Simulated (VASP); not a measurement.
A run of VASP 6.6.1:

The input POSCAR:

```
Li2IF
1.0
    1.8859540689      1.0888560894      5.7251745181
   -1.8859540689      1.0888560894      5.7251745181
    0.0000000000     -2.1777121787      5.7251745181
F I Li
1 1 2
Direct
    1.0000000000      0.0000000000      0.0000000000
    0.5000000000      0.5000000000      0.5000000000
    0.2720042941      0.2720042941      0.2720042941
    0.7279957059      0.7279957059      0.7279957059
```

INCAR.step1

```
  PREC = Accurate
  ENCUT = 500
  EDIFF = 1E-8
  ISMEAR = 0
  SIGMA = 0.01
  LREAL = F
  LASPH = T
  NELM = 60
  ALGO = Normal
  LWAVE = T
  LCHARG = F
  GGA = PE
```

Contents of INCAR.step2:

```
  PREC = Accurate
  ENCUT = 500
  EDIFF = 1E-8
  ISMEAR = 0
  SIGMA = 0.01
  LREAL = F
  LASPH = T
  NELM = 1
  ALGO = Exact
  LWAVE = T
  LCHARG = F
  GGA = PE
  NBANDS = 273
  LOPTICS = T
  ISTART = 1
```

Contents of INCAR.step3:

```
  PREC = Accurate
  ENCUT = 500
  EDIFF = 1E-8
  ISMEAR = 0
  SIGMA = 0.01
  LREAL = F
  LASPH = T
  ALGO = EVGW0
  LWAVE = F
  LCHARG = F
  GGA = PE
  NELMGW = 1
  NBANDS = 273
  ENCUTGW = 140.0
  NOMEGA = 48
  PRECFOCK = Fast
  ISTART = 1
  NBANDSGW = 16
```

Contents of KPOINTS:

```
regular mesh
0
Gamma
  4 4 4
```

Potentials or basis: VASP PAW PBE potentials, release 64 (F_GW, I_GW, Li_GW).

The run is started by

```bash
$ cat potpaw_PBE.64/F_GW/POTCAR potpaw_PBE.64/I_GW/POTCAR potpaw_PBE.64/Li_GW/POTCAR > POTCAR
$ cp INCAR.step1 INCAR
$ mpirun -np 1 vasp_std > vasp.out
$ cp INCAR.step2 INCAR
$ mpirun -np 1 vasp_std > vasp.out
$ cp INCAR.step3 INCAR
$ mpirun -np 1 vasp_std > vasp.out
```

Hardware: 1 thread of Intel Xeon 8259CL (shared host).

Problem. Estimate the wall time of this run.

Solution. Wall time 42 min on 1 thread of Intel Xeon 8259CL, on a shared host, peak memory 1.3 GiB. Counts: k points 13.
